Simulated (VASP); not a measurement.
A run of VASP 6.6.1 is set up as follows.

Contents of INCAR:

```
PREC = Accurate
ENCUT = 520
EDIFF = 1E-7
ISMEAR = -1
SIGMA = 0.05
LREAL = False
LASPH = True
NELM = 100
ALGO = Normal
ISIF = 2
LWAVE = False
LCHARG = False
GGA = PS
NBANDS = 25
```

Contents of KPOINTS:

```
Automatic mesh
0
Gamma
  9 9 5
```

POSCAR

```
CuO
1.0
    3.2435862200      0.0000000000      0.0000000000
   -1.6217931051      2.8090280613      0.0000000000
    0.0000000000      0.0000000000      5.3122453321
Cu O
2 2
Direct
    0.6666666667      0.3333333333      0.0000000000
    0.3333333333      0.6666666667      0.5000000000
    0.6666666667      0.3333333333      0.6252000000
    0.3333333333      0.6666666667      0.1252000000
```

Potentials or basis: VASP PAW PBE potentials, release 64 (Cu, O).

The run is started by

```console
$ cat potpaw_PBE.64/Cu/POTCAR potpaw_PBE.64/O/POTCAR > POTCAR
$ mpirun -np 1 vasp_std > vasp.out
```

**Question.** Predict the pressure.

**Answer.** -10.9 GPa.

**Question.** Estimate the largest force.

**Answer.** 0.087 eV/Å.

Forces in eV/Å, atoms in the order of the input:
```
Cu   0.000  0.000 -0.087
Cu   0.000  0.000 -0.087
O    0.000  0.000  0.087
O    0.000  0.000  0.087
```

Caveat: the PAW data sets were made with another functional, which shifts forces and pressure a little.
